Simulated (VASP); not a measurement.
# TiO2: single point with PBE

TiO2:

```
CELL_PARAMETERS angstrom
4.69005 0.00000 0.00000
0.00000 4.69005 0.00000
0.00000 0.00000 3.01725
ATOMIC_POSITIONS crystal
Ti 0.00000 0.00000 0.50000
Ti 0.50000 0.50000 0.00000
O 0.30432 0.30432 0.50000
O 0.19568 0.80432 0.00000
O 0.80432 0.19568 0.00000
O 0.69568 0.69568 0.50000
```

* Program: VASP 6.6.1
* Task: single point
* Functional: PBE
* Potentials or basis: VASP PAW PBE potentials, release 64 (Ti_sv, O)
* Cutoff: 520 eV
* k mesh: 6 × 6 × 9
* Occupations: fermi-dirac, width 0.05 eV
* Spin: no spin polarisation

```yaml
Pressure: -7.8 GPa
Largest_force: 0.235 eV/Å
Band_gap_on_the_k_mesh: 1.70 eV
```

Forces on the atoms (eV/Å):
```
Ti   0.000  0.000  0.000
Ti   0.000  0.000  0.000
O    0.166  0.166  0.000
O   -0.166  0.166  0.000
O    0.166 -0.166  0.000
O   -0.166 -0.166  0.000
```

Stress tensor (GPa, compression positive):
```
 -6.62   0.00   0.00
  0.00  -6.62   0.00
  0.00   0.00 -10.26
```

Levels at points of the mesh, in eV from the valence-band top:
```
           k point  band 21  band 22  band 23  band 24  band 25  band 26  band 27  band 28
(0.00, 0.00, 0.00)    -0.72    -0.45    -0.45     0.00     1.70     1.95     2.19     2.27
(0.50, 0.00, 0.00)    -1.60    -1.60    -0.69    -0.69     2.29     2.29     2.74     2.74
(0.50, 0.50, 0.00)    -1.30    -1.30    -1.07    -1.07     1.72     1.72     2.29     2.29
```

It took 50 s on 1 thread of Intel(R) Xeon(R) 6975P-C (Granite Rapids) (shared host), peak memory 0.22 GiB.

Caveat: the cell stands under tension; an odd mesh through Γ misses points on the zone boundary, where band edges can lie.
